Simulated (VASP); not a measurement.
Runs of VASP 6.6.1 on Bi2Se3. The structure is that of space group R-3m (No. 166), or close to it. The cells are those of the table. 

| cell | gap on the mesh (eV) | pressure (GPa) | largest force (eV/Å) |
| --- | --- | --- | --- |
| a = 9.774 Å, angles 24.3°, 5 atoms | 0.12 | 1.0 | 0.26 |
| a = 9.970 Å, angles 24.3°, 5 atoms | (a) | -2.5 | 0.19 |
| a = 9.873 Å, angles 24.3°, 5 atoms | 0.15 | (b) | (c) |
| a = 9.835 Å, angles 24.1°, 5 atoms | 0.16 | 1.0 | 0.27 |

Alike in all rows: task electric field gradients; level PBEsol; potentials or basis VASP PAW PBE potentials, release 64 (Bi_d, Se); no spin polarisation; k mesh 6 × 6 × 6; cutoff (eV) 520; smearing fermi-dirac 0.03 eV.

Q: Estimate the missing entries.

A: (a) 0.17; (b) -0.9; (c) 0.16.

Caveats: the PAW data sets were made with another functional, which shifts forces and pressure a little; spin-orbit coupling is left out, which moves the levels of the heavy elements.

A k mesh can miss the band edges, and the runs leave out spin-orbit coupling on Bi, Se.
